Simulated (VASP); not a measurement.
# Be in VASP: notebook

Runs on Be. Level: PBEsol. Tasks: single point.

All numbers are computed with VASP 6.6.1; they aren't measurements. Logs are shortened: lines on timing, memory, paths and dates and some standing lists are left out, and cuts for length are marked.

## 1. The cell of the first run

Symmetry: I4/mmm, No. 139, tetragonal system. The conventional cell has a = 2.431 Å, b = 2.431 Å, c = 2.506 Å, α = 90.00°, β = 90.00°, γ = 90.00°. Be (site symmetry 4/mmm) has 14 Be at 2.13 to 2.51 Å within 2.8 Å.

## 2. Single point, PBEsol (equal xx and yy strain of -3 %)

INCAR

```
ALGO     = Normal         # electronic algorithm
EDIFF    = 1E-6           # SCF threshold, eV
ENCUT    = 520            # plane-wave cutoff, eV
GGA      = PS             # functional
ISIF     = 2              # what is computed and relaxed
ISMEAR   = -1             # smearing method
LASPH    = T              # aspherical terms in the spheres
LCHARG   = F              # write CHGCAR
LREAL    = F              # projectors in reciprocal space
LWAVE    = F              # write WAVECAR
NBANDS   = 7              # bands
NELM     = 80             # most SCF steps
PREC     = Accurate       # precision mode
SIGMA    = 0.03           # smearing width, eV
```

KPOINTS

```
k-points
0
Gamma
  23 23 23
```

POSCAR

```
Be
1.0
   -1.2155273228      1.2155273228      1.2531209513
    1.2155273228     -1.2155273228      1.2531209513
    1.2155273228      1.2155273228     -1.2531209513
Be
1
Direct
    0.0000000000      0.0000000000      0.0000000000
```

Potentials or basis: VASP PAW PBE potentials, release 64 (Be).

Command:

```
> cat potpaw_PBE.64/Be/POTCAR > POTCAR
> mpirun -np 1 vasp_std > vasp.out
```

OUTCAR:

```text
EDIFF = 1E-6
   ENCUT = 520
   GGA = PS
   ISIF = 2
   ISMEAR = -1
   LASPH = T
   LREAL = F
   NELM = 80
   PREC = Accurate

 ion  position               nearest neighbor table
   1  0.000  0.000  0.000-

  LATTYP: Found a body centered tetragonal cell.
 ALAT       =     2.4310546456
 C/A-ratio  =     1.0309278350

  Lattice vectors:

 A1 = (  -1.2155273228,   1.2155273228,   1.2531209513)
 A2 = (   1.2155273228,  -1.2155273228,   1.2531209513)
 A3 = (   1.2155273228,   1.2155273228,  -1.2531209513)

Analysis of symmetry for initial positions (statically):
=====================================================================
 Subroutine PRICEL returns:
 Original cell was already a primitive cell.

 Routine SETGRP: Setting up the symmetry group for a
 body centered tetragonal supercell.

 Subroutine GETGRP returns: Found 16 space group operations
 (whereof 16 operations were pure point group operations)
 out of a pool of 16 trial point group operations.

The static configuration has the point symmetry D_4h.

Analysis of symmetry for dynamics (positions and initial velocities):
=====================================================================
 Subroutine PRICEL returns:
 Original cell was already a primitive cell.

 Routine SETGRP: Setting up the symmetry group for a
 body centered tetragonal supercell.

 Subroutine GETGRP returns: Found 16 space group operations
 (whereof 16 operations were pure point group operations)
 out of a pool of 16 trial point group operations.

The dynamic configuration has the point symmetry D_4h.

 Subroutine INISYM returns: Found 16 space group operations
 (whereof 16 operations are pure point group operations),
 and found     1 'primitive' translations

----------------------------------------------------------------------------------------

                                     Primitive cell

  volume of cell :       7.4060

  direct lattice vectors                    reciprocal lattice vectors
    -1.215527323  1.215527323  1.253120951     0.000000000  0.411344106  0.399003783
     1.215527323 -1.215527323  1.253120951     0.411344106  0.000000000  0.399003783
     1.215527323  1.215527323 -1.253120951     0.411344106  0.411344106  0.000000000

  length of vectors
     2.127281238  2.127281238  2.127281238     0.573068925  0.573068925  0.581728414

  position of ions in fractional coordinates (direct lattice)
     0.000000000  0.000000000  0.000000000

  ion indices of the primitive-cell ions
   primitive index   ion index
                 1           1

----------------------------------------------------------------------------------------

 KPOINTS: k-points

Automatic generation of k-mesh.
 Grid dimensions read from file:
 generate k-points for:   23   23   23

 Generating k-lattice:

  Cartesian coordinates                     Fractional coordinates (reciprocal lattice)
     0.000000000  0.017884526  0.017347991     0.043478261  0.000000000 -0.000000000
     0.017884526  0.000000000  0.017347991     0.000000000  0.043478261 -0.000000000
     0.017884526  0.017884526  0.000000000     0.000000000  0.000000000  0.043478261

  Length of vectors
     0.024916040  0.024916040  0.025292540

  Shift w.r.t. Gamma in fractional coordinates (k-lattice)
     0.000000000  0.000000000  0.000000000

 Subroutine IBZKPT returns following result:
 ===========================================

 Found    936 irreducible k-points:

 Following reciprocal coordinates:
            Coordinates               Weight
  0.000000  0.000000  0.000000      1.000000
  0.043478  0.000000 -0.000000      8.000000
  0.086957  0.000000 -0.000000      8.000000
  0.130435  0.000000 -0.000000      8.000000
  0.173913  0.000000  0.000000      8.000000
  0.217391  0.000000 -0.000000      8.000000
[... 16 lines left out ...]
  0.478261  0.043478 -0.000000     16.000000
 -0.478261  0.043478  0.000000     16.000000
 [... further k-points ...]
   k-points           NKPTS =    936   k-points in BZ     NKDIM =    936   number of bands    NBANDS=      7
   number of dos      NEDOS =    301   number of ions     NIONS =      1
   total plane-waves  NPLWV =   4096
   dimension x,y,z NGX =    16 NGY =   16 NGZ =   16
   dimension x,y,z NGXF=    32 NGYF=   32 NGZF=   32
   ions per type =               1
   NGX,Y,Z   is equivalent  to a cutoff of  12.50, 12.50, 12.50 a.u.
   NGXF,Y,Z  is equivalent  to a cutoff of  25.01, 25.01, 25.01 a.u.
 SYSTEM =  unknown system
   PREC   = accura    normal or accurate (medium, high low for compatibility)
   ISTART =      0    job   : 0-new  1-cont  2-samecut
   ICHARG =      2    charge: 1-file 2-atom 10-const
   ISPIN  =      1    spin polarized calculation?
   LNONCOLLINEAR =      F non collinear calculations
   LSORBIT =      F    spin-orbit coupling
   LASPH  =      T    aspherical Exc in radial PAW
   ENCUT  =  520.0 eV  38.22 Ry    6.18 a.u.   3.96  3.96  3.96*2*pi/ulx,y,z
   NELM   =     80;   NELMIN=  2; NELMDL= -5     # of ELM steps
   EDIFF  = 0.1E-05   stopping-criterion for ELM
   LREAL  =      F    real-space projection
   EDIFFG = 0.1E-04   stopping-criterion for IOM
   NSW    =      0    number of steps for IOM
   IBRION =     -1    ionic relax: 0-MD 1-quasi-New 2-CG
   NFREE  =      0    steps in history (QN), initial steepest desc. (CG)
   ISIF   =      2    stress and relaxation
   ISYM   =      2    0-nonsym 1-usesym 2-fastsym
   POTIM  = 0.5000    time-step for ionic-motion
   TEBEG  =    0.0;   TEEND  =   0.0 temperature during run
   PSTRESS=    0.0 pullay stress
   NELECT =       2.0000    total number of electrons
   NUPDOWN=      -1.0000    fix difference up-down
   EMIN   =  10.00;   EMAX   =-10.00  energy-range for DOS
   EFERMI =   0.00;   METHOD = LEGACY
   ISMEAR =    -1;   SIGMA  =   0.03  broadening in eV -4-tet -1-fermi 0-gaus
   EFERMI_NEDOS =   21; number of points for ismear=-14 and -15
   IALGO  =     38    algorithm
   IMIX   =      4    mixing-type and parameters
     AMIX     =   0.40;   BMIX     =  1.00
     AMIX_MAG =   1.60;   BMIX_MAG =  1.00
  volume/ion in A,a.u.               =       7.41        49.98
  Fermi-wavevector in a.u.,A,eV,Ry     =   1.058175  1.999660 15.234900  1.119734
  Thomas-Fermi vector in A             =   2.193474
   LORBIT       =      0    0 simple, 1 ext, 2 COOP (PROOUT), +10 PAW based schemes
   GGA     = PS    functional components
   LHFCALC =     F    Hartree Fock is set to
   AEXX    =    0.0000 exact exchange contribution
   IVDW    =     0    specifies the selected vdW correction
   LEPSILON=     F    determine dielectric tensor
   LRPA    =     F    only Hartree local field effects (RPA)
 non-spin polarized calculation
  energy-cutoff  :      520.00
  volume of cell :        7.41
 maximum number of plane-waves:       214
   NGX =  7   NGY =  7   NGZ =  7

 number of electron       2.0000000 magnetization

 Free energy of the ion-electron system (eV)
  ---------------------------------------------------
  ext. energy  EPLUGINS =         0.00000000
  ---------------------------------------------------
  free energy    TOTEN  =        -3.89290259 eV

  energy without entropy =       -3.89259997  energy(sigma->0) =       -3.89275128

 E-fermi :   8.4484     XC(G=0): -10.8297

 val. band max:        8.4284409057   @ k =  -0.3478   0.4783   0.3478
 cond. band min:       8.4589170516   @ k =   0.3478   0.3043   0.0870
 fundamental gap:      0.0304761459
 Fermi energy:         8.4483980757

 k-point     1 :       0.0000    0.0000    0.0000
  band No.  band energies     occupation
      1      -4.1417      2.00000
      2      28.6227      0.00000
      3      28.8501      0.00000
      4      28.8501      0.00000
      5      39.9403      0.00000
      6      39.9403      0.00000
      7      41.3384      0.00000

 k-point     2 :       0.0435    0.0000   -0.0000
  band No.  band energies     occupation
      1      -4.0748      2.00000
      2      28.3282      0.00000
      3      28.5677      0.00000
      4      28.6948      0.00000
      5      39.1396      0.00000
      6      39.5433      0.00000
      7      41.2493      0.00000

 k-point     3 :       0.0870    0.0000   -0.0000
  band No.  band energies     occupation
      1      -3.8740      2.00000
      2      27.2152      0.00000
      3      27.8354      0.00000
      4      28.4544      0.00000
      5      37.4420      0.00000
      6      38.1405      0.00000
      7      41.2254      0.00000

 k-point     4 :       0.1304    0.0000   -0.0000
  band No.  band energies     occupation
      1      -3.5391      2.00000
      2      25.3992      0.00000
      3      26.8705      0.00000
      4      28.1072      0.00000
      5      36.2015      0.00000
      6      36.6008      0.00000
      7      40.6185      0.00000

 k-point     5 :       0.1739    0.0000    0.0000
  band No.  band energies     occupation
      1      -3.0703      2.00000
      2      23.1400      0.00000
      3      25.8422      0.00000
      4      27.6591      0.00000
      5      35.1698      0.00000
      6      35.5092      0.00000
      7      40.3870      0.00000
[... 161 lines left out ...]
 k-point    22 :       0.4348    0.0435   -0.0000
  band No.  band energies     occupation
      1       2.5550      2.00000
      2       9.4773      0.00000
      3      21.3980      0.00000
      4      24.4012      0.00000
      5      30.9485      0.00000
      6      36.2193      0.00000
      7      45.3261      0.00000

 k-point    23 :       0.4783    0.0435   -0.0000
  band No.  band energies     occupation
      1       2.9575      2.00000
      2       8.9086      0.00000
      3      21.3329      0.00000
      4      24.3259      0.00000
      5      30.8504      0.00000
      6      36.2639      0.00000
      7      45.4820      0.00000

 k-point    24 :      -0.4783    0.0435    0.0000
  band No.  band energies     occupation
      1       2.5763      2.00000
      2       9.4470      0.00000
      3      21.4287      0.00000
      4      24.3853      0.00000
      5      30.9224      0.00000
      6      36.1461      0.00000
      7      44.9257      0.00000

 [... further k-points ...]

------------------------ aborting loop because EDIFF is reached ----------------------------------------

  FORCE on cell =-STRESS in cart. coord.  units (eV):
  Direction    XX          YY          ZZ          XY          YZ          ZX
  --------------------------------------------------------------------------------------
  -------------------------------------------------------------------------------------
  Total        0.3103242      0.3103242      0.2807722      0.0000000      0.0000000      0.0000000
  in kB       67.1341931     67.1341931     60.7410414      0.0000000      0.0000000      0.0000000
  external PRESSURE =      65.0031425 kB  Pullay stress =       0.0000000 kB

 VOLUME and BASIS-vectors are now :
 -----------------------------------------------------------------------------
  energy-cutoff  :      520.00
  volume of cell :        7.41
      direct lattice vectors                 reciprocal lattice vectors
    -1.215527323  1.215527323  1.253120951     0.000000000  0.411344106  0.399003783
     1.215527323 -1.215527323  1.253120951     0.411344106  0.000000000  0.399003783
     1.215527323  1.215527323 -1.253120951     0.411344106  0.411344106  0.000000000

 POSITION                                       TOTAL-FORCE (eV/Angst)
 -----------------------------------------------------------------------------------
      0.00000      0.00000      0.00000         0.000000     -0.000000      0.000000
 -----------------------------------------------------------------------------------
    total drift:                                0.000000      0.000000     -0.000000

  FREE ENERGIE OF THE ION-ELECTRON SYSTEM (eV)
  ---------------------------------------------------
  free  energy   TOTEN  =        -3.8929025908 eV

  energy  without entropy=       -3.8925999721  energy(sigma->0) =       -3.89275128
```

It took 12 s on 1 thread of Intel Xeon Platinum 8488C (Sapphire Rapids), shared host; peak memory 0.14 GiB.

What came out:

* Free energy: -3.8929 eV
* Pressure: 6.5 GPa
* Band gap on the k mesh: zero (bands 1 and 2 overlap by 4.65 eV)

Caveat: the cell differs from its parent crystal (equal xx and yy strain of -3 %); the cell stands under pressure; the PAW data sets were made with another functional, which shifts forces and pressure a little.

## 3. Single point, PBEsol (equal xx and yy strain of +2 %)

INCAR

```
ALGO = Normal
EDIFF = 1E-6
ENCUT = 520
GGA = PS
ISIF = 2
ISMEAR = -1
LASPH = T
LCHARG = T
LELF = T
LREAL = F
LVHAR = T
LWAVE = F
NBANDS = 7
NELM = 100
PREC = Accurate
SIGMA = 0.03
```

KPOINTS is that of step 2.

POSCAR

```
Be
1.0
   -1.2781833703      1.2781833703      1.2531209513
    1.2781833703     -1.2781833703      1.2531209513
    1.2781833703      1.2781833703     -1.2531209513
Be
1
Direct
    0.0000000000      0.0000000000      0.0000000000
```

Potentials or basis: VASP PAW PBE potentials, release 64 (Be).

Command:

```
> cat potpaw_PBE.64/Be/POTCAR > POTCAR
> mpirun -np 1 vasp_std > vasp.out
```

It took 14 s on 1 thread of Intel Xeon Platinum 8488C (Sapphire Rapids), shared host; peak memory 0.15 GiB.

The run converged. Its results:

| Property | Result |
| --- | --- |
| Free energy | -3.8912 eV |
| Pressure | -6.0 GPa |
| Band gap on the k mesh | zero (bands 1 and 2 overlap by 4.83 eV) |

Levels at points of the mesh, in eV from the Fermi level:
```csv
k point,band 1,band 2,band 3,band 4,band 5
"(0.00, 0.00, 0.00)",-11.98,18.68,18.68,18.86,29.38
```

Caveat: the cell differs from its parent crystal (equal xx and yy strain of +2 %); the cell stands under tension; the PAW data sets were made with another functional, which shifts forces and pressure a little.

## 4. Single point, PBEsol (equal xy, yz and zx shear strains of -3 %)

INCAR

```
PREC = Accurate ; ENCUT = 520
EDIFF = 1E-6 ; ISMEAR = -1
SIGMA = 0.03 ; LREAL = F
LASPH = T ; NELM = 100
ALGO = Normal ; ISIF = 2
LWAVE = F ; LCHARG = F
GGA = PS ; NBANDS = 7
```

KPOINTS

```
regular mesh
0
Gamma
  23 23 23
```

POSCAR

```
Be
1.0
   -1.2907145798      1.2531209513      1.2531209513
    1.2531209513     -1.2907145798      1.2531209513
    1.2531209513      1.2531209513     -1.2907145798
Be
1
Direct
    0.0000000000      0.0000000000      0.0000000000
```

Command:

```
> cat potpaw_PBE.64/Be/POTCAR > POTCAR
> mpirun -np 1 vasp_std > vasp.out
```

Wall time 22 s (1 thread of Intel Xeon Platinum 8259CL at 2.50GHz (Skylake/Cascade Lake), shared host); peak memory 0.16 GiB.

It converged, with:

```
Free energy            : -3.8844 eV
Pressure               : -1.1 GPa
Band gap on the k mesh : zero (bands 1 and 2 overlap by 5.22 eV)
```

Stress tensor (GPa, compression positive):
```
-1.09  6.57  6.57
 6.57 -1.09  6.57
 6.57  6.57 -1.09
```

Levels at points of the mesh, in eV from the Fermi level:
```tsv
k point	band 1	band 2	band 3	band 4	band 5	band 6
(0.00, 0.00, 0.00)	-12.23	18.83	18.83	20.29	30.28	30.28
```

Caveat: the cell differs from its parent crystal (equal xy, yz and zx shear strains of -3 %); the PAW data sets were made with another functional, which shifts forces and pressure a little.

## 5. Single point, PBEsol (equal xy, yz and zx shear strains of -1 %)

INCAR

```
  ALGO = Normal
  EDIFF = 1E-6
  ENCUT = 520
  GGA = PS
  ISIF = 2
  ISMEAR = -1
  LASPH = True
  LCHARG = True
  LELF = True
  LREAL = False
  LVHAR = True
  LWAVE = False
  NBANDS = 7
  NELM = 60
  PREC = Accurate
  SIGMA = 0.03
```

KPOINTS

```
k-points
0
Gamma
  23 23 23
```

POSCAR

```
Be
1.0
   -1.2656521608      1.2531209513      1.2531209513
    1.2531209513     -1.2656521608      1.2531209513
    1.2531209513      1.2531209513     -1.2656521608
Be
1
Direct
    0.0000000000      0.0000000000      0.0000000000
```

Command:

```
> cat potpaw_PBE.64/Be/POTCAR > POTCAR
> mpirun -np 1 vasp_std > vasp.out
```

It took 18 s on 1 thread of Intel Xeon Platinum 8259CL at 2.50GHz (Skylake/Cascade Lake), shared host; peak memory 0.16 GiB.

Results (log left out):

| Quantity | Value |
| --- | --- |
| Free energy | -3.8972 eV |
| Pressure | -1.6 GPa |
| Band gap on the k mesh | zero (bands 1 and 2 overlap by 4.94 eV) |

Stress tensor (GPa, compression positive):
```
-1.56  2.05  2.05
 2.05 -1.56  2.05
 2.05  2.05 -1.56
```

Levels at points of the mesh, in eV from the Fermi level:
| k point | band 1 | band 2 | band 3 | band 4 | band 5 | band 6 |
| --- | --- | --- | --- | --- | --- | --- |
| (0.00, 0.00, 0.00) | -12.25 | 19.17 | 19.17 | 19.62 | 30.55 | 30.67 |

Caveat: the cell differs from its parent crystal (equal xy, yz and zx shear strains of -1 %); the PAW data sets were made with another functional, which shifts forces and pressure a little.

## 6. Overview

| cell | gap on the mesh (eV) | pressure (GPa) |
| --- | --- | --- |
| a = 2.127 Å, angles 110.3, 110.3, 107.8°, 1 atom | none | 6.5 |
| a = 2.200 Å, angles 108.9, 108.9, 110.5°, 1 atom | none | -6.0 |
| a = 2.192 Å, angles 110.3°, 1 atom | none | -1.1 |
| a = 2.178 Å, angles 109.7°, 1 atom | none | -1.6 |

Alike in all rows: task single point; level PBEsol; potentials or basis VASP PAW PBE potentials, release 64 (Be); no spin polarisation; k mesh 23 × 23 × 23; cutoff (eV) 520; smearing fermi-dirac 0.03 eV.

Caveats: the PAW data sets were made with another functional, which shifts forces and pressure a little; the cell stands under pressure (at least some runs); the cell stands under tension (at least some runs).

Total energies depend on the potentials used, so only differences within one code and one set of settings carry meaning.
